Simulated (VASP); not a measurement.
# TiC (I4mm) in VASP: further runs, part 2 of 3

VASP 6.6.1. The steps go on from the part before.

## (3) Single point, PBEsol (all C atoms moved +0.075 Å, as atom 2 along Cartesian [0 1 0])

Contents of INCAR:

```
PREC = Accurate ; ENCUT = 520
EDIFF = 1E-6 ; ISMEAR = 0
SIGMA = 0.15 ; LREAL = F
LASPH = T ; NELM = 60
ALGO = Normal ; ISIF = 2
LWAVE = F ; LCHARG = T
GGA = PS ; LELF = T
LVHAR = T ; NBANDS = 15
```

Contents of KPOINTS:

```
regular mesh
0
Gamma
  18 18 18
```

Contents of POSCAR:

```
TiC
1.0
    0.0000000000      2.1640000000      2.1640000000
    2.1640000000      0.0000000000      2.1640000000
    2.1640000000      2.1640000000      0.0000000000
Ti C
1 1
Direct
    0.0000000000      0.0000000000      0.0000000000
    0.5173290203      0.4826709797      0.5173290203
```

Potentials or basis: VASP PAW PBE potentials, release 64 (Ti_sv, C).

Command:

```bash
$ cat potpaw_PBE.64/Ti_sv/POTCAR potpaw_PBE.64/C/POTCAR > POTCAR
$ mpirun -np 1 vasp_std > vasp.out
```

OUTCAR:

```text
PREC = Accurate
   ENCUT = 520
   EDIFF = 1E-6
   ISMEAR = 0
   LREAL = F
   LASPH = T
   NELM = 60
   ISIF = 2
   GGA = PS

 ion  position               nearest neighbor table
   1  0.000  0.000  0.000-   2 2.09   2 2.17   2 2.17   2 2.17   2 2.17   2 2.24
   2  0.517  0.483  0.517-   1 2.09   1 2.17   1 2.17   1 2.17   1 2.17   1 2.24

  LATTYP: Found a face centered cubic cell.
 ALAT       =     4.3280000000

  Lattice vectors:

 A1 = (   0.0000000000,   2.1640000000,   2.1640000000)
 A2 = (   2.1640000000,   0.0000000000,   2.1640000000)
 A3 = (   2.1640000000,   2.1640000000,   0.0000000000)

Analysis of symmetry for initial positions (statically):
=====================================================================
 Subroutine PRICEL returns:
 Original cell was already a primitive cell.

 Routine SETGRP: Setting up the symmetry group for a
 face centered cubic supercell.

 Subroutine GETGRP returns: Found  8 space group operations
 (whereof  8 operations were pure point group operations)
 out of a pool of 48 trial point group operations.

The static configuration has the point symmetry C_4v.

Analysis of symmetry for dynamics (positions and initial velocities):
=====================================================================
 Subroutine PRICEL returns:
 Original cell was already a primitive cell.

 Routine SETGRP: Setting up the symmetry group for a
 face centered cubic supercell.

 Subroutine GETGRP returns: Found  8 space group operations
 (whereof  8 operations were pure point group operations)
 out of a pool of 48 trial point group operations.

The dynamic configuration has the point symmetry C_4v.

 Subroutine INISYM returns: Found  8 space group operations
 (whereof  8 operations are pure point group operations),
 and found     1 'primitive' translations

----------------------------------------------------------------------------------------

                                     Primitive cell

  volume of cell :      20.2676

  direct lattice vectors                    reciprocal lattice vectors
     0.000000000  2.164000000  2.164000000    -0.231053604  0.231053604  0.231053604
     2.164000000  0.000000000  2.164000000     0.231053604 -0.231053604  0.231053604
     2.164000000  2.164000000  0.000000000     0.231053604  0.231053604 -0.231053604

  length of vectors
     3.060358149  3.060358149  3.060358149     0.400196582  0.400196582  0.400196582

  position of ions in fractional coordinates (direct lattice)
     0.000000000  0.000000000  0.000000000
     0.517329020  0.482670980  0.517329020

  ion indices of the primitive-cell ions
   primitive index   ion index
                 1           1
                 2           2

----------------------------------------------------------------------------------------

 KPOINTS: regular mesh

Automatic generation of k-mesh.
 Grid dimensions read from file:
 generate k-points for:   18   18   18

 Generating k-lattice:

  Cartesian coordinates                     Fractional coordinates (reciprocal lattice)
    -0.012836311  0.012836311  0.012836311     0.055555556  0.000000000  0.000000000
     0.012836311 -0.012836311  0.012836311     0.000000000  0.055555556  0.000000000
     0.012836311  0.012836311 -0.012836311     0.000000000  0.000000000  0.055555556

  Length of vectors
     0.022233143  0.022233143  0.022233143

  Shift w.r.t. Gamma in fractional coordinates (k-lattice)
     0.000000000  0.000000000  0.000000000

 Subroutine IBZKPT returns following result:
 ===========================================

 Found    480 irreducible k-points:

 Following reciprocal coordinates:
            Coordinates               Weight
  0.000000  0.000000  0.000000      1.000000
  0.055556  0.000000  0.000000      8.000000
  0.111111  0.000000  0.000000      8.000000
  0.166667  0.000000  0.000000      8.000000
  0.222222  0.000000  0.000000      8.000000
  0.277778  0.000000  0.000000      8.000000
[... 16 lines left out ...]
  0.388889  0.055556  0.000000     16.000000
  0.055556  0.000000  0.388889      8.000000
 [... further k-points ...]
   k-points           NKPTS =    480   k-points in BZ     NKDIM =    480   number of bands    NBANDS=     15
   number of dos      NEDOS =    301   number of ions     NIONS =      2
   total plane-waves  NPLWV =  13824
   dimension x,y,z NGX =    24 NGY =   24 NGZ =   24
   dimension x,y,z NGXF=    48 NGYF=   48 NGZF=   48
   ions per type =               1   1
   NGX,Y,Z   is equivalent  to a cutoff of  13.04, 13.04, 13.04 a.u.
   NGXF,Y,Z  is equivalent  to a cutoff of  26.07, 26.07, 26.07 a.u.
 SYSTEM =  unknown system
   PREC   = accura    normal or accurate (medium, high low for compatibility)
   ISTART =      0    job   : 0-new  1-cont  2-samecut
   ICHARG =      2    charge: 1-file 2-atom 10-const
   ISPIN  =      1    spin polarized calculation?
   LNONCOLLINEAR =      F non collinear calculations
   LSORBIT =      F    spin-orbit coupling
   LASPH  =      T    aspherical Exc in radial PAW
   ENCUT  =  520.0 eV  38.22 Ry    6.18 a.u.   5.69  5.69  5.69*2*pi/ulx,y,z
   NELM   =     60;   NELMIN=  2; NELMDL= -5     # of ELM steps
   EDIFF  = 0.1E-05   stopping-criterion for ELM
   LREAL  =      F    real-space projection
   EDIFFG = 0.1E-04   stopping-criterion for IOM
   NSW    =      0    number of steps for IOM
   IBRION =     -1    ionic relax: 0-MD 1-quasi-New 2-CG
   NFREE  =      0    steps in history (QN), initial steepest desc. (CG)
   ISIF   =      2    stress and relaxation
   ISYM   =      2    0-nonsym 1-usesym 2-fastsym
   POTIM  = 0.5000    time-step for ionic-motion
   TEBEG  =    0.0;   TEEND  =   0.0 temperature during run
   PSTRESS=    0.0 pullay stress
   NELECT =      16.0000    total number of electrons
   NUPDOWN=      -1.0000    fix difference up-down
   EMIN   =  10.00;   EMAX   =-10.00  energy-range for DOS
   EFERMI =   0.00;   METHOD = LEGACY
   ISMEAR =     0;   SIGMA  =   0.15  broadening in eV -4-tet -1-fermi 0-gaus
   EFERMI_NEDOS =   21; number of points for ismear=-14 and -15
   IALGO  =     38    algorithm
   IMIX   =      4    mixing-type and parameters
     AMIX     =   0.40;   BMIX     =  1.00
     AMIX_MAG =   1.60;   BMIX_MAG =  1.00
  volume/ion in A,a.u.               =      10.13        68.39
  Fermi-wavevector in a.u.,A,eV,Ry     =   1.513030  2.859212 31.147275  2.289260
  Thomas-Fermi vector in A             =   2.622876
   LORBIT       =      0    0 simple, 1 ext, 2 COOP (PROOUT), +10 PAW based schemes
   GGA     = PS    functional components
   LHFCALC =     F    Hartree Fock is set to
   AEXX    =    0.0000 exact exchange contribution
   IVDW    =     0    specifies the selected vdW correction
   LEPSILON=     F    determine dielectric tensor
   LRPA    =     F    only Hartree local field effects (RPA)
 non-spin polarized calculation
 Gauss-broadening in eV      SIGMA  =   0.15
  energy-cutoff  :      520.00
  volume of cell :       20.27
 maximum number of plane-waves:       568
   NGX = 11   NGY = 11   NGZ = 11

 number of electron      16.0000001 magnetization

 Free energy of the ion-electron system (eV)
  ---------------------------------------------------
  ext. energy  EPLUGINS =         0.00000000
  ---------------------------------------------------
  free energy    TOTEN  =       -19.76906937 eV

  energy without entropy =      -19.76573753  energy(sigma->0) =      -19.76740345

 E-fermi :   9.3470     XC(G=0): -12.8698

 val. band max:        9.3363181797   @ k =   0.0556   0.0556   0.0000
 cond. band min:       9.3540491249   @ k =   0.0556   0.0000   0.1111
 fundamental gap:      0.0177309452
 Fermi energy:         9.3469848002

 k-point     1 :       0.0000    0.0000    0.0000
  band No.  band energies     occupation
      1     -46.9924      2.00000
      2     -23.1193      2.00000
      3     -23.1193      2.00000
      4     -23.1174      2.00000
      5      -3.0447      2.00000
      6       9.8200      0.00001
      7       9.8200      0.00001
      8       9.9937      0.00000
      9      10.4105      0.00000
     10      11.0611      0.00000
     11      11.2264      0.00000
     12      11.2264      0.00000
     13      11.7331      0.00000
     14      19.8135      0.00000
     15      23.2417      0.00000
[... 397 lines left out ...]
 k-point    24 :       0.0556    0.0000    0.3889
  band No.  band energies     occupation
      1     -46.9273      2.00000
      2     -23.5498      2.00000
      3     -23.1709      2.00000
      4     -23.1635      2.00000
      5      -0.4367      2.00000
      6       4.6292      2.00000
      7       6.6797      2.00000
      8       6.8714      2.00000
      9      11.6147      0.00000
     10      12.0208      0.00000
     11      12.9425      0.00000
     12      16.3874      0.00000
     13      16.9701      0.00000
     14      19.0011      0.00000
     15      24.7978      0.00000

 [... further k-points ...]
[... 5 lines left out ...]
  --------------------------------------------------------------------------------------
  -------------------------------------------------------------------------------------
  Total       -0.7270592     -0.5337617     -0.7270592      0.0000000      0.0000000      0.0000000
  in kB      -57.4749460    -42.1945407    -57.4749460      0.0000000      0.0000000      0.0000000
  external PRESSURE =     -52.3814775 kB  Pullay stress =       0.0000000 kB

 VOLUME and BASIS-vectors are now :
 -----------------------------------------------------------------------------
  energy-cutoff  :      520.00
  volume of cell :       20.27
      direct lattice vectors                 reciprocal lattice vectors
     0.000000000  2.164000000  2.164000000    -0.231053604  0.231053604  0.231053604
     2.164000000  0.000000000  2.164000000     0.231053604 -0.231053604  0.231053604
     2.164000000  2.164000000  0.000000000     0.231053604  0.231053604 -0.231053604

 POSITION                                       TOTAL-FORCE (eV/Angst)
 -----------------------------------------------------------------------------------
      0.00000      0.00000      0.00000         0.000000      0.694202      0.000000
      2.16400      2.23900      2.16400         0.000000     -0.694202      0.000000
 -----------------------------------------------------------------------------------
    total drift:                                0.000000      0.000080      0.000000

  FREE ENERGIE OF THE ION-ELECTRON SYSTEM (eV)
  ---------------------------------------------------
  free  energy   TOTEN  =       -19.7690693721 eV

  energy  without entropy=      -19.7657375303  energy(sigma->0) =      -19.76740345
```

OSZICAR:

```text
N       E                     dE             d eps       ncg     rms          rms(c)
DAV:   1     0.116968817428E+03    0.11697E+03   -0.79173E+03 14459   0.127E+03
DAV:   2    -0.176874161233E+02   -0.13466E+03   -0.12615E+03 15331   0.335E+02
DAV:   3    -0.249547921800E+02   -0.72674E+01   -0.71487E+01 18794   0.767E+01
DAV:   4    -0.251887732369E+02   -0.23398E+00   -0.23378E+00 17777   0.127E+01
DAV:   5    -0.251946622123E+02   -0.58890E-02   -0.58878E-02 18870   0.179E+00    0.185E+01
DAV:   6    -0.203471646475E+02    0.48475E+01   -0.11195E+01 20683   0.560E+01    0.666E+00
DAV:   7    -0.198128760658E+02    0.53429E+00   -0.19418E+00 16967   0.197E+01    0.500E+00
DAV:   8    -0.197795346295E+02    0.33341E-01   -0.11136E-01 16741   0.381E+00    0.305E+00
DAV:   9    -0.197734420533E+02    0.60926E-02   -0.89616E-02 19035   0.379E+00    0.848E-01
DAV:  10    -0.197711281329E+02    0.23139E-02   -0.10598E-02 19557   0.147E+00    0.652E-01
DAV:  11    -0.197691205154E+02    0.20076E-02   -0.35192E-03 16724   0.832E-01    0.116E-01
DAV:  12    -0.197690775594E+02    0.42956E-04   -0.26892E-04 16871   0.160E-01    0.453E-02
DAV:  13    -0.197690693288E+02    0.82306E-05   -0.20719E-05 18075   0.372E-02    0.592E-03
DAV:  14    -0.197690693721E+02   -0.43390E-07   -0.44817E-07 11898   0.600E-03
   1 F= -.19769069E+02 E0= -.19767403E+02  d E =-.333184E-02
```

Run time: 48 s. Hardware: 1 thread of Intel Xeon 6975P-C (Granite Rapids), shared host; peak memory 0.26 GiB.

Results:

| Item | Value |
| --- | --- |
| Free energy | -19.7691 eV |
| Pressure | -5.2 GPa |
| Largest force | 0.694 eV/Å |
| Band gap on the k mesh | zero (band 8 reaches 9.99 eV, above the bottom of band 9 at 8.90 eV) |

Forces on the atoms (eV/Å):
```
Ti   0.000  0.694  0.000
C    0.000 -0.694  0.000
```

Caveat: the cell differs from its parent crystal (all C atoms moved +0.075 Å, as atom 2 along Cartesian [0 1 0]); the PAW data sets were made with another functional, which shifts forces and pressure a little.

[end of part 2 of 3]
